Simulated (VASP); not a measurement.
Input of a VASP 6.6.1 run:

Contents of INCAR:

```
SYSTEM = SiO2
ALGO     = Normal         ! electronic algorithm
EDIFF    = 1E-6           ! SCF threshold, eV
ENCUT    = 520            ! plane-wave cutoff, eV
ISIF     = 2              ! what is computed and relaxed
ISMEAR   = 0              ! smearing method
LASPH    = .TRUE.         ! aspherical terms in the spheres
LCHARG   = .FALSE.        ! write CHGCAR
LREAL    = .FALSE.        ! projectors in reciprocal space
LWAVE    = .FALSE.        ! write WAVECAR
NBANDS   = 25             ! bands
NELM     = 60             ! most SCF steps
PREC     = Accurate       ! precision mode
SIGMA    = 0.05           ! smearing width, eV
```

KPOINTS

```
k-points
0
G
  6 6 10
  0 0 0
```

The input POSCAR:

```
SiO2
1.0
    3.9214873150      0.0000000000      0.0000000000
    0.0000000000      3.9214873150      0.0000000000
    0.0000000000      0.0000000000      2.7011204626
Si O
2 4
Direct
    0.5000000000      0.5000000000      0.5000000000
    0.0000000000      0.0000000000      0.0000000000
    0.6944252994      0.6944252994      0.0000000000
    0.1944252994      0.8055747006      0.5000000000
    0.3055747006      0.3055747006      0.0000000000
    0.8055747006      0.1944252994      0.5000000000
```

Potentials or basis: VASP PAW LDA potentials, release 64 (Si, O).

Command:

```bash
$ cat potpaw_LDA.64/Si/POTCAR potpaw_LDA.64/O/POTCAR > POTCAR
$ mpirun -np 1 vasp_std > vasp.out
```

Question: Estimate the band gap on the k mesh.

Answer: 5.74 eV.

Question: Estimate the largest force.

Answer: 0.760 eV/Å.

Question: Estimate the pressure.

Answer: 40.7 GPa.

Forces on the atoms (eV/Å):
```
Si   0.000  0.000  0.000
Si   0.000  0.000  0.000
O    0.538  0.538  0.000
O    0.538 -0.538  0.000
O   -0.538 -0.538  0.000
O   -0.538  0.538  0.000
```

Caveat: the cell stands under pressure. A k mesh can miss the band edges.
